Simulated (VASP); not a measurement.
# BaHg (Fm-3m) in VASP: a series of runs

Runs on BaHg. Level: LDA. Tasks: single point, relaxation of cell and atoms.

All numbers are computed with VASP 6.6.1; they aren't measurements. Logs are shortened: lines on timing, memory, paths and dates and some standing lists are left out, and cuts for length are marked.

## Step 1: The cell of the first run

Symmetry: Fm-3m, No. 225, cubic system. The conventional cell has a = 6.800 Å, b = 6.800 Å, c = 6.800 Å, α = 90.00°, β = 90.00°, γ = 90.00°. Within 4.5 Å of Ba (site symmetry m-3m) lie 6 Hg at 3.40 Å. Within 4.5 Å of Hg (site symmetry m-3m) lie 6 Ba at 3.40 Å.

## Step 2: Single point, LDA

The input, INCAR:

```
PREC     = Accurate       # precision mode
ENCUT    = 520            # plane-wave cutoff, eV
EDIFF    = 1E-6           # SCF threshold, eV
ISMEAR   = 0              # smearing method
SIGMA    = 0.1            # smearing width, eV
LREAL    = False          # projectors in reciprocal space
LASPH    = True           # aspherical terms in the spheres
NELM     = 60             # most SCF steps
ALGO     = Normal         # electronic algorithm
ISIF     = 2              # what is computed and relaxed
LWAVE    = False          # write WAVECAR
LCHARG   = False          # write CHGCAR
GGA      = CA             # functional
NBANDS   = 18             # bands
```

The input, KPOINTS:

```
Automatic mesh
0
Gamma
  5 5 5
```

The input, POSCAR:

```
BaHg
1.0
    0.0000000000      3.4000000000      3.4000000000
    3.4000000000      0.0000000000      3.4000000000
    3.4000000000      3.4000000000      0.0000000000
Ba Hg
1 1
Direct
    0.0000000000      0.0000000000      0.0000000000
    0.5000000000      0.5000000000      0.5000000000
```

Potentials or basis: VASP PAW LDA potentials, release 64 (Ba_sv, Hg).

Command:

```bash
cat potpaw_LDA.64/Ba_sv/POTCAR potpaw_LDA.64/Hg/POTCAR > POTCAR
mpirun -np 1 vasp_std > vasp.out
```

OUTCAR:

```text
PREC = Accurate
   ENCUT = 520
   EDIFF = 1E-6
   ISMEAR = 0
   LREAL = False
   LASPH = True
   NELM = 60
   ISIF = 2
   GGA = CA

 ion  position               nearest neighbor table
   1  0.000  0.000  0.000-   2 3.40   2 3.40   2 3.40   2 3.40   2 3.40   2 3.40
   2  0.500  0.500  0.500-   1 3.40   1 3.40   1 3.40   1 3.40   1 3.40   1 3.40

  LATTYP: Found a face centered cubic cell.
 ALAT       =     6.8000000000

  Lattice vectors:

 A1 = (   0.0000000000,   3.4000000000,   3.4000000000)
 A2 = (   3.4000000000,   0.0000000000,   3.4000000000)
 A3 = (   3.4000000000,   3.4000000000,   0.0000000000)

Analysis of symmetry for initial positions (statically):
=====================================================================
 Subroutine PRICEL returns:
 Original cell was already a primitive cell.

 Routine SETGRP: Setting up the symmetry group for a
 face centered cubic supercell.

 Subroutine GETGRP returns: Found 48 space group operations
 (whereof 48 operations were pure point group operations)
 out of a pool of 48 trial point group operations.

The static configuration has the point symmetry O_h .

Analysis of symmetry for dynamics (positions and initial velocities):
=====================================================================
 Subroutine PRICEL returns:
 Original cell was already a primitive cell.

 Routine SETGRP: Setting up the symmetry group for a
 face centered cubic supercell.

 Subroutine GETGRP returns: Found 48 space group operations
 (whereof 48 operations were pure point group operations)
 out of a pool of 48 trial point group operations.

The dynamic configuration has the point symmetry O_h .

 Subroutine INISYM returns: Found 48 space group operations
 (whereof 48 operations are pure point group operations),
 and found     1 'primitive' translations

----------------------------------------------------------------------------------------

                                     Primitive cell

  volume of cell :      78.6080

  direct lattice vectors                    reciprocal lattice vectors
     0.000000000  3.400000000  3.400000000    -0.147058824  0.147058824  0.147058824
     3.400000000  0.000000000  3.400000000     0.147058824 -0.147058824  0.147058824
     3.400000000  3.400000000  0.000000000     0.147058824  0.147058824 -0.147058824

  length of vectors
     4.808326112  4.808326112  4.808326112     0.254713354  0.254713354  0.254713354

  position of ions in fractional coordinates (direct lattice)
     0.000000000  0.000000000  0.000000000
     0.500000000  0.500000000  0.500000000

  ion indices of the primitive-cell ions
   primitive index   ion index
                 1           1
                 2           2

----------------------------------------------------------------------------------------

 KPOINTS: Automatic mesh

Automatic generation of k-mesh.
 Grid dimensions read from file:
 generate k-points for:    5    5    5

 Generating k-lattice:

  Cartesian coordinates                     Fractional coordinates (reciprocal lattice)
    -0.029411765  0.029411765  0.029411765     0.200000000  0.000000000  0.000000000
     0.029411765 -0.029411765  0.029411765     0.000000000  0.200000000  0.000000000
     0.029411765  0.029411765 -0.029411765     0.000000000  0.000000000  0.200000000

  Length of vectors
     0.050942671  0.050942671  0.050942671

  Shift w.r.t. Gamma in fractional coordinates (k-lattice)
     0.000000000  0.000000000  0.000000000

 Subroutine IBZKPT returns following result:
 ===========================================

 Found     10 irreducible k-points:

 Following reciprocal coordinates:
            Coordinates               Weight
  0.000000  0.000000  0.000000      1.000000
  0.200000  0.000000  0.000000      8.000000
  0.400000  0.000000  0.000000      8.000000
  0.200000  0.200000  0.000000      6.000000
  0.400000  0.200000  0.000000     24.000000
 -0.400000  0.200000  0.000000     24.000000
 -0.200000  0.200000  0.000000     12.000000
  0.400000  0.400000  0.000000      6.000000
 -0.400000  0.400000  0.000000     12.000000
 -0.400000  0.400000  0.200000     24.000000
   k-points           NKPTS =     10   k-points in BZ     NKDIM =     10   number of bands    NBANDS=     18
   number of dos      NEDOS =    301   number of ions     NIONS =      2
   total plane-waves  NPLWV =  46656
   dimension x,y,z NGX =    36 NGY =   36 NGZ =   36
   dimension x,y,z NGXF=    72 NGYF=   72 NGZF=   72
   ions per type =               1   1
   NGX,Y,Z   is equivalent  to a cutoff of  12.45, 12.45, 12.45 a.u.
   NGXF,Y,Z  is equivalent  to a cutoff of  24.89, 24.89, 24.89 a.u.
 SYSTEM =  unknown system
   PREC   = accura    normal or accurate (medium, high low for compatibility)
   ISTART =      0    job   : 0-new  1-cont  2-samecut
   ICHARG =      2    charge: 1-file 2-atom 10-const
   ISPIN  =      1    spin polarized calculation?
   LNONCOLLINEAR =      F non collinear calculations
   LSORBIT =      F    spin-orbit coupling
   LASPH  =      T    aspherical Exc in radial PAW
   ENCUT  =  520.0 eV  38.22 Ry    6.18 a.u.   8.94  8.94  8.94*2*pi/ulx,y,z
   NELM   =     60;   NELMIN=  2; NELMDL= -5     # of ELM steps
   EDIFF  = 0.1E-05   stopping-criterion for ELM
   LREAL  =      F    real-space projection
   EDIFFG = 0.1E-04   stopping-criterion for IOM
   NSW    =      0    number of steps for IOM
   IBRION =     -1    ionic relax: 0-MD 1-quasi-New 2-CG
   NFREE  =      0    steps in history (QN), initial steepest desc. (CG)
   ISIF   =      2    stress and relaxation
   ISYM   =      2    0-nonsym 1-usesym 2-fastsym
   POTIM  = 0.5000    time-step for ionic-motion
   TEBEG  =    0.0;   TEEND  =   0.0 temperature during run
   PSTRESS=    0.0 pullay stress
   NELECT =      22.0000    total number of electrons
   NUPDOWN=      -1.0000    fix difference up-down
   EMIN   =  10.00;   EMAX   =-10.00  energy-range for DOS
   EFERMI =   0.00;   METHOD = LEGACY
   ISMEAR =     0;   SIGMA  =   0.10  broadening in eV -4-tet -1-fermi 0-gaus
   EFERMI_NEDOS =   21; number of points for ismear=-14 and -15
   IALGO  =     38    algorithm
   IMIX   =      4    mixing-type and parameters
     AMIX     =   0.40;   BMIX     =  1.00
     AMIX_MAG =   1.60;   BMIX_MAG =  1.00
  volume/ion in A,a.u.               =      39.30       265.24
  Fermi-wavevector in a.u.,A,eV,Ry     =   1.070845  2.023605 15.601937  1.146710
  Thomas-Fermi vector in A             =   2.206568
   LORBIT       =      0    0 simple, 1 ext, 2 COOP (PROOUT), +10 PAW based schemes
   GGA     = CA    functional components
   LHFCALC =     F    Hartree Fock is set to
   AEXX    =    0.0000 exact exchange contribution
   IVDW    =     0    specifies the selected vdW correction
   LEPSILON=     F    determine dielectric tensor
   LRPA    =     F    only Hartree local field effects (RPA)
 non-spin polarized calculation
 Gauss-broadening in eV      SIGMA  =   0.10
  energy-cutoff  :      520.00
  volume of cell :       78.61
 maximum number of plane-waves:      2143
   NGX = 17   NGY = 17   NGZ = 17

 number of electron      22.0000001 magnetization

 Free energy of the ion-electron system (eV)
  ---------------------------------------------------
  ext. energy  EPLUGINS =         0.00000000
  ---------------------------------------------------
  free energy    TOTEN  =        -3.93944430 eV

  energy without entropy =       -3.91889391  energy(sigma->0) =       -3.92916911

 E-fermi :   2.2325     XC(G=0):  -8.9829

 val. band max:        2.1801290528   @ k =  -0.4000   0.4000   0.0000
 cond. band min:       2.2805320662   @ k =   0.2000   0.2000   0.0000
 fundamental gap:      0.1004030134
 Fermi energy:         2.2324899219

 k-point     1 :       0.0000    0.0000    0.0000
  band No.  band energies     occupation
      1     -26.2634      2.00000
      2     -11.4130      2.00000
      3     -11.4130      2.00000
      4     -11.4130      2.00000
      5      -5.5757      2.00000
      6      -5.5757      2.00000
[... 10 lines left out ...]
     17       5.7906      0.00000
     18       5.7906      0.00000

 k-point     2 :       0.2000    0.0000    0.0000
  band No.  band energies     occupation
      1     -26.2565      2.00000
      2     -11.5435      2.00000
      3     -11.4434      2.00000
      4     -11.4434      2.00000
      5      -5.4888      2.00000
      6      -5.4888      2.00000
[... 10 lines left out ...]
     17       8.2395      0.00000
     18       8.2395      0.00000

 k-point     3 :       0.4000    0.0000    0.0000
  band No.  band energies     occupation
      1     -26.2455      2.00000
      2     -11.7390      2.00000
      3     -11.4914      2.00000
      4     -11.4914      2.00000
      5      -5.3827      2.00000
      6      -5.3648      2.00000
[... 10 lines left out ...]
     17       7.5556      0.00000
     18      10.0703      0.00000

 k-point     4 :       0.2000    0.2000    0.0000
  band No.  band energies     occupation
      1     -26.2546      2.00000
      2     -11.5605      2.00000
      3     -11.4509      2.00000
      4     -11.4509      2.00000
      5      -5.5561      2.00000
      6      -5.4734      2.00000
[... 10 lines left out ...]
     17       6.8878      0.00000
     18       6.9330      0.00000

 k-point     5 :       0.4000    0.2000    0.0000
  band No.  band energies     occupation
      1     -26.2454      2.00000
      2     -11.6724      2.00000
      3     -11.5100      2.00000
      4     -11.4910      2.00000
      5      -5.4636      2.00000
      6      -5.4519      2.00000
[... 10 lines left out ...]
     17       8.0248      0.00000
     18       8.1740      0.00000

 k-point     6 :      -0.4000    0.2000    0.0000
  band No.  band energies     occupation
      1     -26.2417      2.00000
      2     -11.7143      2.00000
      3     -11.5477      2.00000
      4     -11.5081      2.00000
      5      -5.4151      2.00000
      6      -5.3839      2.00000
[... 10 lines left out ...]
     17       7.8013      0.00000
     18       8.8893      0.00000

 k-point     7 :      -0.2000    0.2000    0.0000
  band No.  band energies     occupation
      1     -26.2486      2.00000
      2     -11.6476      2.00000
      3     -11.4960      2.00000
      4     -11.4791      2.00000
      5      -5.4920      2.00000
      6      -5.4096      2.00000
[... 10 lines left out ...]
     17       7.0265      0.00000
     18       8.7201      0.00000

 k-point     8 :       0.4000    0.4000    0.0000
  band No.  band energies     occupation
      1     -26.2416      2.00000
      2     -11.6717      2.00000
      3     -11.5075      2.00000
      4     -11.5075      2.00000
      5      -5.5244      2.00000
      6      -5.5145      2.00000
[... 10 lines left out ...]
     17       6.8247      0.00000
     18       8.0051      0.00000

 k-point     9 :      -0.4000    0.4000    0.0000
  band No.  band energies     occupation
      1     -26.2393      2.00000
      2     -11.6486      2.00000
      3     -11.5827      2.00000
      4     -11.5180      2.00000
      5      -5.4806      2.00000
      6      -5.4712      2.00000
[... 10 lines left out ...]
     17       7.7049      0.00000
     18       7.8482      0.00000

 k-point    10 :      -0.4000    0.4000    0.2000
  band No.  band energies     occupation
      1     -26.2402      2.00000
      2     -11.6566      2.00000
      3     -11.5638      2.00000
      4     -11.5382      2.00000
      5      -5.4845      2.00000
      6      -5.4277      2.00000
[... 10 lines left out ...]
     17       7.1844      0.00000
     18       8.1801      0.00000

------------------------ aborting loop because EDIFF is reached ----------------------------------------

  FORCE on cell =-STRESS in cart. coord.  units (eV):
  Direction    XX          YY          ZZ          XY          YZ          ZX
  --------------------------------------------------------------------------------------
  -------------------------------------------------------------------------------------
  Total        0.1641369      0.1641369      0.1641369      0.0000000     -0.0000000      0.0000000
  in kB        3.3454161      3.3454161      3.3454161      0.0000000     -0.0000000      0.0000000
  external PRESSURE =       3.3454161 kB  Pullay stress =       0.0000000 kB

 VOLUME and BASIS-vectors are now :
 -----------------------------------------------------------------------------
  energy-cutoff  :      520.00
  volume of cell :       78.61
      direct lattice vectors                 reciprocal lattice vectors
     0.000000000  3.400000000  3.400000000    -0.147058824  0.147058824  0.147058824
     3.400000000  0.000000000  3.400000000     0.147058824 -0.147058824  0.147058824
     3.400000000  3.400000000  0.000000000     0.147058824  0.147058824 -0.147058824

 POSITION                                       TOTAL-FORCE (eV/Angst)
 -----------------------------------------------------------------------------------
      0.00000      0.00000      0.00000         0.000000     -0.000000     -0.000000
      3.40000      3.40000      3.40000         0.000000      0.000000      0.000000
 -----------------------------------------------------------------------------------
    total drift:                                0.000000      0.000000      0.000000

  FREE ENERGIE OF THE ION-ELECTRON SYSTEM (eV)
  ---------------------------------------------------
  free  energy   TOTEN  =        -3.9394443035 eV

  energy  without entropy=       -3.9188939099  energy(sigma->0) =       -3.92916911
```

Wall time 8.7 s (1 thread of AMD EPYC 9R14 (Zen 4), shared host); peak memory 0.14 GiB.

What came out:

| Item | Value |
| --- | --- |
| Free energy | -3.9394 eV |
| Pressure | 0.3 GPa |
| Band gap on the k mesh | zero (band 11 reaches 4.26 eV, above the bottom of band 12 at 2.18 eV) |

Caveat: spin-orbit coupling is left out, which moves the levels of the heavy elements.

(Continued in part 2 of 2.)
